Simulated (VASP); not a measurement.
Runs of VASP 6.6.1 on SrO. The structure is that of space group I4/mmm (No. 139), or close to it. The cells are those of the table. 

| cell | gap on the mesh (eV) | pressure (GPa) |
| --- | --- | --- |
| a = 3.607, b = 3.607, c = 3.379 Å, angles 62.1, 62.1, 55.9°, 2 atoms | 2.82 | 19.4 |
| a = 3.894, b = 3.894, c = 3.967 Å, angles 59.4, 59.4, 61.2°, 2 atoms | 2.53 | -10.2 |
| a = 3.823, b = 3.823, c = 3.967 Å, angles 58.7, 58.7, 62.5°, 2 atoms | 2.63 | -8.2 |
| a = 3.601, b = 3.601, c = 3.673 Å, angles 59.3, 59.3, 61.3°, 2 atoms | 3.05 | (a) |
| a = 3.676, b = 3.676, c = 3.820 Å, angles 58.7, 58.7, 62.6°, 2 atoms | (b) | -1.3 |

Alike in all rows: task single point; level PBE; potentials or basis VASP PAW PBE potentials, release 64 (Sr_sv, O); no spin polarisation; k mesh 8 × 8 × 8; cutoff (eV) 520; smearing gaussian 0.05 eV.

Q: Estimate the missing entries.

A: (a) 4.8; (b) 2.93.

A k mesh can miss the band edges, and the runs leave out spin-orbit coupling on Sr.
